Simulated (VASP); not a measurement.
Input of a VASP 6.6.1 run:

The input INCAR:

```
PREC = Accurate
ENCUT = 520
EDIFF = 1E-6
ISMEAR = 0
SIGMA = 0.15
LREAL = False
LASPH = True
NELM = 80
ALGO = Fast
ISIF = 2
LWAVE = False
LCHARG = True
GGA = PS
LELF = True
LVHAR = True
NBANDS = 18
```

File KPOINTS:

```
Automatic mesh
0
Gamma
  20 20 10
```

File POSCAR:

```
Au
1.0
    1.4113099650     -2.5559330250      0.0000000000
    1.4113099650      2.5559330250      0.0000000000
    0.0000000000      0.0000000000      4.8931696100
Au
2
Direct
    0.6653279700      0.3346720300      0.2500000000
    0.3346720300      0.6653279700      0.7500000000
```

Potentials or basis: VASP PAW PBE potentials, release 64 (Au).

Command:

```sh
$ cat potpaw_PBE.64/Au/POTCAR > POTCAR
$ mpirun -np 1 vasp_std > vasp.out
```

Question: What does it give for the pressure?

Answer: -5.5 GPa.

Question: Predict the largest force.

Answer: 0.011 eV/Å.

Question: Predict the band gap on the k mesh.

Answer: Zero (band 11 reaches 12.59 eV, above the bottom of band 12 at 6.18 eV).

Stress tensor (GPa, compression positive):
```
-4.11  0.00  0.00
 0.00 -6.03  0.00
 0.00  0.00 -6.22
```

Caveat: the PAW data sets were made with another functional, which shifts forces and pressure a little; spin-orbit coupling is left out, which moves the levels of the heavy elements.
